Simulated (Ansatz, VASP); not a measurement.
## Li3ClO in VASP and in Ansatz

```
Li Cl O
1.0
     3.84529    0.00000    0.00000
     0.00000    3.84529    0.00000
     0.00000    0.00000    4.03755
Li Cl O
3 1 1
Cartesian
  0.0000 1.9226 2.0188
  1.9226 0.0000 2.0188
  1.9226 1.9226 0.0000
  0.0000 0.0000 0.0000
  1.9226 1.9226 2.0188
```

Alike in both runs: task single point; functional LDA; k mesh 6 × 6 × 6; occupations gaussian, width 0.05 eV; no spin polarisation.

|  | VASP | Ansatz |
| --- | --- | --- |
| version | VASP 6.6.1 | Ansatz 0.2.0 |
| potentials or method | VASP PAW LDA potentials, release 64 (Li_sv, Cl, O), cutoff 520 eV | scalar-relativistic, plane waves, PAW |
| valence electrons in the cell | 22 | 22 |

```csv
,VASP,Ansatz,Ansatz less VASP
gap on the k mesh at the Fermi level (eV),4.39,4.39,-0.002
least direct gap on the mesh (eV),4.44,4.43,-0.001
```

LDA's correlation is that of Perdew and Zunger in VASP and of Perdew and Wang (1992) in Ansatz.

Noted on VASP's run: the cutoff is short for stress, so the pressure is rough.
